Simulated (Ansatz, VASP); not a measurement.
MnHg in VASP and in Ansatz

```
Mn Hg
1.0
     3.31500    0.00000    0.00000
     0.00000    3.31500    0.00000
     0.00000    0.00000    3.31500
Mn Hg
1 1
Cartesian
  1.6575 1.6575 1.6575
  0.0000 0.0000 0.0000
```

Alike in both runs: task single point; functional PBEsol; k mesh 12 × 12 × 12; occupations gaussian, width 0.1 eV; collinear spin.

|  | VASP | Ansatz |
| --- | --- | --- |
| version | VASP 6.6.1 | Ansatz 0.2.0 |
| potentials or method | VASP PAW PBE potentials, release 64 (Mn_pv, Hg), cutoff 520 eV | scalar-relativistic, plane waves, PAW |
| valence electrons in the cell | 25 | 35 |

```csv
,VASP,Ansatz,Ansatz less VASP
gap on the k mesh at the Fermi level (eV),none,none,-
pressure (GPa),-4.3,-4.8,-0.49
net moment per atom (μB),1.96,1.96,-0.002
size of the moment on the site where the two differ most (μB),3.83,3.88,+0.054
```

VASP's potentials were made for PBE, not for PBEsol. Site moments also hang on the region over which each program counts them. A gap of «none» marks a metal or a gap that the smearing closes. VASP's potentials hold 25 valence electrons a cell and Ansatz's 35, so a difference there can come from the potentials and not from the codes.

Spin-orbit coupling is off throughout.
